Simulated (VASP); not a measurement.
Runs of VASP 6.6.1 on CdTeS4. The structure is that of space group I4/mmm (No. 139), or close to it. The cells are those of the table. The cell was built from a structure type or drawn by symmetry, and may not be a known phase.

| task | cell | k mesh | cutoff (eV) | gap on the mesh (eV) | pressure (GPa) |
| --- | --- | --- | --- | --- | --- |
| single point | a = 6.155 Å, angles 118.9, 118.9, 91.9°, 6 atoms | 4 × 4 × 4 | 520 | none | -8.4 |
| single point | a = 5.644 Å, angles 115.4, 115.4, 98.2°, 6 atoms | 4 × 4 × 4 | 520 | none | -0.1 |
| single point | a = 5.658 Å, angles 115.8, 115.8, 97.4°, 6 atoms | 10 × 10 × 10 | 520 | none | (a) |
| relaxation of cell and atoms | relaxed from a = 6.155 Å, angles 118.9, 118.9, 91.9°, 6 atoms | 4 × 4 × 4 | 600 | none | -0.2 |

Alike in all rows: level PBE; potentials or basis VASP PAW PBE potentials, release 64 (Cd, Te, S); no spin polarisation; smearing gaussian 0.1 eV.

Question: Fill in the values left out.

Answer: (a) 0.0.

Caveats: spin-orbit coupling is left out, which moves the levels of the heavy elements; the cell stands under tension (at least some runs).

A k mesh can miss the band edges, and the runs leave out spin-orbit coupling on Cd, Te.

A gap of «none» marks levels without a gap at the run's occupations.
